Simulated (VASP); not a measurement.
# Si: relaxation of the atoms with PBEsol

Crystal: Si.

```
Si
1.0
     3.83108    0.00000    0.00000
    -1.91554    3.31782    0.00000
     0.00000    0.00000    6.26150
Si
4
Direct
  0.33333 0.66667 0.99926
  0.66667 0.33333 0.49926
  0.33333 0.66667 0.37474
  0.66667 0.33333 0.87474
```

This cell differs from its parent crystal: strained cell.

```json
{
 "Program": "VASP 6.6.1",
 "Task": "relaxation of the atoms",
 "Functional": "PBEsol",
 "Potentials or basis": "VASP PAW PBE potentials, release 64 (Si)",
 "Cutoff": "450 eV",
 "k mesh": "9 × 9 × 6",
 "Occupations": "gaussian, width 0.01 eV",
 "Spin": "no spin polarisation",
 "Dipole correction": "no",
 "Further INCAR settings": "ALGO = Normal; EDIFF = 1e-07; IBRION = 2; EDIFFG = -0.002; NSW = 60"
}
```

```
Energy gained by relaxing : 0.0 meV/atom
Ionic steps               : 2
Pressure after relaxing   : 0.8 GPa
Band gap on the k mesh    : 0.28 eV, indirect (least direct gap 0.87 eV)
```

Stress tensor (GPa, compression positive):
```
0.13 0.00 0.00
0.00 0.13 0.00
0.00 0.00 2.10
```

Final structure:
```
CELL_PARAMETERS angstrom
3.83108 0.00000 0.00000
-1.91554 3.31782 0.00000
0.00000 0.00000 6.26150
ATOMIC_POSITIONS crystal
Si 0.33333 0.66667 0.99921
Si 0.66667 0.33333 0.49921
Si 0.33333 0.66667 0.37479
Si 0.66667 0.33333 0.87479
```

Levels at points of the mesh, in eV from the valence-band top:
| k point | band 5 | band 6 | band 7 | band 8 | band 9 | band 10 | band 11 | band 12 |
| --- | --- | --- | --- | --- | --- | --- | --- | --- |
| (0.00, 0.00, 0.00) | -1.59 | -0.27 | 0.00 | 0.00 | 0.87 | 1.91 | 1.91 | 2.50 |
| (0.00, 0.00, 0.50) | -0.98 | -0.98 | -0.98 | -0.98 | 1.69 | 1.69 | 2.91 | 2.91 |

Run time: 80 s on 1 thread of Intel Xeon 8259CL, with other jobs on the host, peak memory 0.19 GiB.

Caveat: the cell differs from its parent crystal (strained cell); the PAW data sets were made with another functional, which shifts forces and pressure a little. A k mesh can miss the band edges.
